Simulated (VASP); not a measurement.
The system is SiAs5.

```
Si As
1.0
     5.41632    0.00000    0.00000
     0.00000    5.41632    0.00000
     0.00000    0.00000    5.41632
Si As
1 5
Direct
  0.50000 0.50000 0.50000
  0.72744 0.72744 0.72744
  0.27256 0.27256 0.72744
  0.27256 0.72744 0.27256
  0.72744 0.27256 0.27256
  0.00000 0.00000 0.00000
```

- Program: VASP 6.6.1
- Task: relaxation of cell and atoms
- Functional: PBE
- Potentials or basis: VASP PAW PBE potentials, release 64 (Si, As)
- Cutoff: 600 eV
- k mesh: 4 × 4 × 4
- Occupations: gaussian, width 0.1 eV
- Spin: no spin polarisation

At the start: pressure 6.6 GPa; volume 26.48 Å³/atom.

How do energy, volume and symmetry change on relaxing?

Over 5 steps the energy falls by 158.7 meV/atom and the volume is 28.23 Å³/atom (+6.6 %); space group P-43m (No. 215, to 0.05 Å).

Step by step:
```tsv
step	energy change (eV)	largest force (eV/Å)	pressure (GPa)	volume (Å³)
1	0.0000	2.8764	6.59	158.90
2	-0.7905	0.0364	-3.10	185.28
3	-0.8616	0.4867	-1.59	178.06
4	-0.9414	0.2098	-0.52	172.25
5	-0.9521	0.0339	0.13	169.40
```

Final structure:
```cif
data_structure
_symmetry_space_group_name_H-M 'P 1'
_symmetry_Int_Tables_number 1
_cell_length_a 5.5331
_cell_length_b 5.5331
_cell_length_c 5.5331
_cell_angle_alpha 90.000
_cell_angle_beta 90.000
_cell_angle_gamma 90.000
_cell_volume 169.40
loop_
_atom_site_label
_atom_site_type_symbol
_atom_site_fract_x
_atom_site_fract_y
_atom_site_fract_z
_atom_site_occupancy
Si1 Si 0.50000 0.50000 0.50000 1
As1 As 0.74296 0.74296 0.74296 1
As2 As 0.25704 0.25704 0.74296 1
As3 As 0.25704 0.74296 0.25704 1
As4 As 0.74296 0.25704 0.25704 1
As5 As 0.00000 0.00000 0.00000 1
```
